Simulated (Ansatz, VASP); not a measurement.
## Cs: VASP beside Ansatz

The input INCAR:

```
SYSTEM = Cs
ALGO = Fast
EDIFF = 1E-6
ENCUT = 520
GGA = PS
ISIF = 2
ISMEAR = -5
IVDW = 12
LASPH = .TRUE.
LCHARG = .FALSE.
LREAL = .FALSE.
LWAVE = .FALSE.
NBANDS = 10
NELM = 80
PREC = Accurate
SIGMA = 0.1
```

Contents of KPOINTS:

```
k-points
0
G
  6 6 6
  0 0 0
```

File POSCAR:

```
Cs
1.0
   -3.1284650614      3.1284650614      3.1284650614
    3.1284650614     -3.1284650614      3.1284650614
    3.1284650614      3.1284650614     -3.1284650614
Cs
1
Direct
    0.0000000000      0.0000000000      0.0000000000
```

input.yaml

```yaml
crystal:
  lattice:
    - [-3.1284650614, 3.1284650614, 3.1284650614]
    - [3.1284650614, -3.1284650614, 3.1284650614]
    - [3.1284650614, 3.1284650614, -3.1284650614]
  atoms:
    - { symbol: Cs, position: [0.0, 0.0, 0.0] }
hamiltonian:
  xc: pbesol
  pseudopotentials: { kind: paw }
  dispersion: d3bj
kpoints:
  mp_grid: { grid: [6, 6, 6] }
scf:
  occupations: { method: tetrahedron }
output:
  forces: true
  stress: true
```

Alike in both runs: task single point; functional PBEsol; dispersion D3(BJ); k mesh 6 × 6 × 6; occupations tetrahedron; no spin polarisation.

|  | VASP | Ansatz |
| --- | --- | --- |
| version | VASP 6.6.1 | Ansatz 0.2.0 |
| potentials or method | VASP PAW PBE potentials, release 64 (Cs_sv) | Ansatz PAW |
| plane-wave cutoff (eV) | 520 | 420 |
| valence electrons in the cell | 9 | 9 |

Ansatz gave:

* gap on the k mesh at the Fermi level (eV): none
* pressure (GPa): -0.3

What did VASP give for the same quantities?

gap on the k mesh at the Fermi level (eV): none; pressure (GPa): -0.4.

VASP's potentials were made for PBE, not for PBEsol. A gap of «none» marks a metal or a gap that the smearing closes.

Neither program's run includes spin-orbit coupling.
